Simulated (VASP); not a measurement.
# H (P2_12_12_1) in VASP: single point with PBE

Aim: the single point of H with PBE.

All numbers are computed with VASP 6.6.1; they aren't measurements. Logs are shortened: lines on timing, memory, paths and dates and some standing lists are left out, and cuts for length are marked.

## Step 1: The cell of the first run

It takes space group P2_12_12_1 (No. 19, orthorhombic). The conventional cell has a = 7.177 Å, b = 7.187 Å, c = 7.208 Å, α = 90.00°, β = 90.00°, γ = 90.00°. H (site symmetry 1) has 1 H at 0.74 Å within 1.0 Å. Within 1.0 Å of H (site symmetry 1) lie 1 H at 0.74 Å.

## Step 2: Single point, PBE

The input, INCAR:

```
ALGO     = Normal         # electronic algorithm
EDIFF    = 1E-6           # SCF threshold, eV
ENCUT    = 520            # plane-wave cutoff, eV
GGA      = PE             # functional
ISIF     = 2              # what is computed and relaxed
ISMEAR   = 0              # smearing method
ISYM     = 0            
LASPH    = True           # aspherical terms in the spheres
LCHARG   = False          # write CHGCAR
LREAL    = Auto         
LWAVE    = False          # write WAVECAR
NBANDS   = 22             # bands
NELM     = 60             # most SCF steps
PREC     = Accurate       # precision mode
SIGMA    = 0.1            # smearing width, eV
```

The input, KPOINTS:

```
Automatic mesh
0
Gamma
  2 2 2
  0.5 0.5 0.5
```

The input, POSCAR:

```
H
1.0
    7.1772243400     -7.1869279200      0.0000000000
    7.1772243400      7.1869279200      0.0000000000
   -7.1772243400      0.0000000000      7.2081540300
H
16
Direct
    0.1455278250      0.8672641150      0.6472593300
    0.6455278250      0.3672641150      0.6472593300
    0.2200047850      0.9982684950      0.3527406700
    0.7200047850      0.4982684950      0.3527406700
    0.6327358850      0.8544721750      0.8527406700
    0.1327358850      0.3544721750      0.8527406700
    0.0017315050      0.2799952150      0.1472593300
    0.5017315050      0.7799952150      0.1472593300
    0.6377670500      0.7870260100      0.7802707100
    0.1377670500      0.2870260100      0.7802707100
    0.0067553000      0.3574963400      0.2197292900
    0.5067553000      0.8574963400      0.2197292900
    0.2129739900      0.8622329500      0.7197292900
    0.7129739900      0.3622329500      0.7197292900
    0.1425036600      0.9932447000      0.2802707100
    0.6425036600      0.4932447000      0.2802707100
```

Potentials or basis: VASP PAW PBE potentials, release 64 (H).

Run with:

```bash
> cat potpaw_PBE.64/H/POTCAR > POTCAR
> mpirun -np 1 vasp_std > vasp.out
```

OUTCAR:

```text
EDIFF = 1E-6
   ENCUT = 520
   GGA = PE
   ISIF = 2
   ISMEAR = 0
   ISYM = 0
   LASPH = True
   LREAL = Auto
   NELM = 60
   PREC = Accurate

 ion  position               nearest neighbor table
   1  0.146  0.867  0.647-  13 0.74
   2  0.646  0.367  0.647-  14 0.74
   3  0.220  0.998  0.353-  15 0.74
   4  0.720  0.498  0.353-  16 0.74
   5  0.633  0.854  0.853-   9 0.74
   6  0.133  0.354  0.853-  10 0.74
[... 8 lines left out ...]
  15  0.143  0.993  0.280-   3 0.74
  16  0.643  0.493  0.280-   4 0.74

IMPORTANT INFORMATION: All symmetrisations will be switched off!
NOSYMM: (Re-)initialisation of all symmetry stuff for point group C_1.

----------------------------------------------------------------------------------------

                                     Primitive cell

  volume of cell :     743.6248

  direct lattice vectors                    reciprocal lattice vectors
     7.177224340 -7.186927920  0.000000000     0.069664814 -0.069570755  0.069365887
     7.177224340  7.186927920  0.000000000     0.069664814  0.069570755  0.069365887
    -7.177224340  0.000000000  7.208154030     0.000000000  0.000000000  0.138731775

  length of vectors
    10.156991787 10.156991787 10.172022107     0.120436301  0.120436301  0.138731775

  position of ions in fractional coordinates (direct lattice)
     0.145527825  0.867264115  0.647259330
     0.645527825  0.367264115  0.647259330
     0.220004785  0.998268495  0.352740670
     0.720004785  0.498268495  0.352740670
     0.632735885  0.854472175  0.852740670
     0.132735885  0.354472175  0.852740670
[... 8 lines left out ...]
     0.142503660  0.993244700  0.280270710
     0.642503660  0.493244700  0.280270710

  ion indices of the primitive-cell ions
   primitive index   ion index
                 1           1
                 2           2
                 3           3
                 4           4
                 5           5
                 6           6
[... 8 lines left out ...]
                15          15
                16          16

----------------------------------------------------------------------------------------

 KPOINTS: Automatic mesh

Automatic generation of k-mesh.
 Grid dimensions read from file:
 generate k-points for:    2    2    2

 Generating k-lattice:

  Cartesian coordinates                     Fractional coordinates (reciprocal lattice)
[... 43 lines left out ...]
   IBRION =     -1    ionic relax: 0-MD 1-quasi-New 2-CG
   NFREE  =      0    steps in history (QN), initial steepest desc. (CG)
   ISIF   =      2    stress and relaxation
   ISYM   =      0    0-nonsym 1-usesym 2-fastsym
   POTIM  = 0.5000    time-step for ionic-motion
   TEBEG  =    0.0;   TEEND  =   0.0 temperature during run
   PSTRESS=    0.0 pullay stress
   NELECT =      16.0000    total number of electrons
   NUPDOWN=      -1.0000    fix difference up-down
   EMIN   =  10.00;   EMAX   =-10.00  energy-range for DOS
   EFERMI =   0.00;   METHOD = LEGACY
   ISMEAR =     0;   SIGMA  =   0.10  broadening in eV -4-tet -1-fermi 0-gaus
   EFERMI_NEDOS =   21; number of points for ismear=-14 and -15
   IALGO  =     38    algorithm
   IMIX   =      4    mixing-type and parameters
     AMIX     =   0.40;   BMIX     =  1.00
     AMIX_MAG =   1.60;   BMIX_MAG =  1.00
  volume/ion in A,a.u.               =      46.48       313.64
  Fermi-wavevector in a.u.,A,eV,Ry     =   0.455334  0.860457  2.820885  0.207329
  Thomas-Fermi vector in A             =   1.438862
   LORBIT       =      0    0 simple, 1 ext, 2 COOP (PROOUT), +10 PAW based schemes
   GGA     = PE    functional components
   LHFCALC =     F    Hartree Fock is set to
   AEXX    =    0.0000 exact exchange contribution
   IVDW    =     0    specifies the selected vdW correction
   LEPSILON=     F    determine dielectric tensor
   LRPA    =     F    only Hartree local field effects (RPA)
 non-spin polarized calculation
 Gauss-broadening in eV      SIGMA  =   0.10
  energy-cutoff  :      520.00
  volume of cell :      743.62
 maximum number of plane-waves:     20034
 NGX is ok and might be reduce to    80
   NGX = 37   NGY = 37   NGZ = 37

 number of electron      16.0000002 magnetization

 Free energy of the ion-electron system (eV)
  ---------------------------------------------------
  ext. energy  EPLUGINS =         0.00000000
  ---------------------------------------------------
  free energy    TOTEN  =       -54.19950132 eV

  energy without entropy =      -54.19950132  energy(sigma->0) =      -54.19950132

 E-fermi :  -9.5330     XC(G=0):  -2.6187

 val. band max:       -9.9957609706   @ k =  -0.2500  -0.2500   0.2500
 cond. band min:      -0.1942114195   @ k =   0.2500   0.2500   0.2500
 fundamental gap:      9.8015495511
 Fermi energy:        -9.5330371717

 k-point     1 :       0.2500    0.2500    0.2500
  band No.  band energies     occupation
      1     -10.1064      2.00000
      2     -10.1064      2.00000
      3     -10.0820      2.00000
      4     -10.0820      2.00000
      5     -10.0261      2.00000
      6     -10.0261      2.00000
[... 68 lines left out ...]
      6     -10.0360      2.00000
[... 12 lines left out ...]
     19       1.6370      0.00000
     20       1.6371      0.00000
 [bands above 20 left out]

------------------------ aborting loop because EDIFF is reached ----------------------------------------

  FORCE on cell =-STRESS in cart. coord.  units (eV):
  Direction    XX          YY          ZZ          XY          YZ          ZX
  --------------------------------------------------------------------------------------
  -------------------------------------------------------------------------------------
  Total       -0.2780465      0.5925165      0.6215782     -0.0000008      0.0000073     -0.0000204
  in kB       -0.5990653      1.2766069      1.3392218     -0.0000017      0.0000157     -0.0000440
  external PRESSURE =       0.6722545 kB  Pullay stress =       0.0000000 kB

 VOLUME and BASIS-vectors are now :
 -----------------------------------------------------------------------------
  energy-cutoff  :      520.00
  volume of cell :      743.62
      direct lattice vectors                 reciprocal lattice vectors
     7.177224340 -7.186927920  0.000000000     0.069664814 -0.069570755  0.069365887
     7.177224340  7.186927920  0.000000000     0.069664814  0.069570755  0.069365887
    -7.177224340  0.000000000  7.208154030     0.000000000  0.000000000  0.138731775

 POSITION                                       TOTAL-FORCE (eV/Angst)
 -----------------------------------------------------------------------------------
      2.62351      5.18707      4.66554         0.031407      0.224066     -0.225192
      2.62351     -1.99986      4.66554         0.031407      0.224067     -0.225192
      6.21212      5.59333      2.54261         0.031398     -0.224027      0.225160
      6.21212     -1.59360      2.54261         0.031397     -0.224020      0.225154
      4.55371      1.59360      6.14669        -0.031401      0.224034      0.225181
     -2.62351      1.59360      6.14669        -0.031402      0.224041      0.225188
[... 8 lines left out ...]
      6.13996      6.11421      2.02023        -0.030093      0.224679     -0.223887
      6.13996     -1.07271      2.02023        -0.030093      0.224681     -0.223888
 -----------------------------------------------------------------------------------
    total drift:                               -0.000017      0.000097     -0.000156

  FREE ENERGIE OF THE ION-ELECTRON SYSTEM (eV)
  ---------------------------------------------------
  free  energy   TOTEN  =       -54.1995013220 eV

  energy  without entropy=      -54.1995013219  energy(sigma->0) =      -54.19950132
```

Wall time 1.8 min (1 thread of AMD EPYC 7R43 (Zen 3), shared host); peak memory 0.79 GiB.

Results:

```
Free energy            : -54.1995 eV
Pressure               : 0.1 GPa
Largest force          : 0.319 eV/Å
Band gap on the k mesh : 9.80 eV
```

Forces in eV/Å, atoms in the order of the input:
```
H    0.031  0.224 -0.225
H    0.031  0.224 -0.225
H    0.031 -0.224  0.225
H    0.031 -0.224  0.225
H   -0.031  0.224  0.225
H   -0.031  0.224  0.225
H   -0.031 -0.224 -0.225
H   -0.031 -0.224 -0.225
H    0.030 -0.225 -0.224
H    0.030 -0.225 -0.224
H    0.030  0.225  0.224
H    0.030  0.225  0.224
H   -0.030 -0.225  0.224
H   -0.030 -0.225  0.224
H   -0.030  0.225 -0.224
H   -0.030  0.225 -0.224
```

Stress tensor (GPa, compression positive):
```
-0.06  0.00  0.00
 0.00  0.13  0.00
 0.00  0.00  0.13
```

Caveat: this functional lacks dispersion, which holds the molecules together, so the pressure and a relaxed volume are unreliable; a shifted mesh leaves out Γ, where band edges can lie.
